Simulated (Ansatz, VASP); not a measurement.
## One calculation of In, two programs

File INCAR:

```
SYSTEM = In
ALGO = Fast
EDIFF = 1E-7
ENCUT = 520
GGA = PS
ISIF = 2
ISMEAR = 0
LASPH = .TRUE.
LCHARG = .TRUE.
LELF = .TRUE.
LREAL = .FALSE.
LVHAR = .TRUE.
LWAVE = .FALSE.
NBANDS = 12
NELM = 100
PREC = Accurate
SIGMA = 0.15
```

KPOINTS

```
k-points
0
G
  18 18 18
  0 0 0
```

File POSCAR:

```
In
1.0
   -1.9390009972      1.9390009972      1.8825252400
    1.9390009972     -1.9390009972      1.8825252400
    1.9390009972      1.9390009972     -1.8825252400
In
1
Direct
    0.0000000000      0.0000000000      0.0000000000
```

Input for Ansatz:

```yaml
crystal:
  lattice:
    - [-1.9390009972, 1.9390009972, 1.88252524]
    - [1.9390009972, -1.9390009972, 1.88252524]
    - [1.9390009972, 1.9390009972, -1.88252524]
  atoms:
    - { symbol: In, position: [0.0, 0.0, 0.0] }
basis:
  ecutwfc: 420
kpoints:
  mp_grid: { grid: [18, 18, 18] }
hamiltonian:
  xc: pbesol
scf:
  occupations: { method: gaussian, width: 0.15 }
output:
  forces: true
  stress: true
  eigenvalues: true
```

Change from the starting cell: strain +0.030 along x and y, +0.000 along z, atoms carried along.

Alike in both runs: task single point; functional PBEsol; k mesh 18 × 18 × 18; occupations gaussian, width 0.15 eV; no spin polarisation.

```csv
,VASP,Ansatz
version,VASP 6.6.1,Ansatz 0.2.0
potentials or method,"VASP PAW PBE potentials, release 64 (In_d), cutoff 520 eV","scalar-relativistic, plane waves, PAW"
valence electrons in the cell,13,13
```

|  | VASP | Ansatz | Ansatz less VASP |
| --- | --- | --- | --- |
| gap on the k mesh at the Fermi level (eV) | none | none | - |
| pressure (GPa) | -3.2 | -3.2 | +0.04 |
| traceless stress, the component that is largest in VASP (GPa) | 0.11 | 0.11 | -0.001 |

VASP's potentials were made for PBE, not for PBEsol. A gap of «none» marks a metal or a gap that the smearing closes.
